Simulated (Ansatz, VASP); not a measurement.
## Two plane-wave programs on KCl

```
K Cl
1.0
     0.00000    3.18978    3.18978
     3.18978    0.00000    3.18978
     3.18978    3.18978    0.00000
K Cl
1 1
Direct
  0.00000 0.00000 0.00000
  0.50000 0.50000 0.50000
```

Alike in both runs: functional PBE; k mesh 6 × 6 × 6; occupations gaussian, width 0.02 eV; no spin polarisation.

Ansatz relaxed the structure, and its values are those at the end. VASP's run is a single point on that final structure, the one shown.

```csv
,VASP,Ansatz
version,VASP 6.6.1,Ansatz 0.2.0
potentials or method,"VASP PAW PBE potentials, release 64 (K_sv, Cl), cutoff 520 eV","scalar-relativistic, plane waves, PAW"
valence electrons in the cell,16,16
```

```csv
,VASP,Ansatz,Ansatz less VASP
gap on the k mesh at the Fermi level (eV),5.05,5.05,+0.002
least direct gap on the mesh (eV),5.05,5.05,+0.002
pressure (GPa),0.0,0.0,-0.02
```

The functional is the same, so the differences come from potentials, cutoffs and numerics.
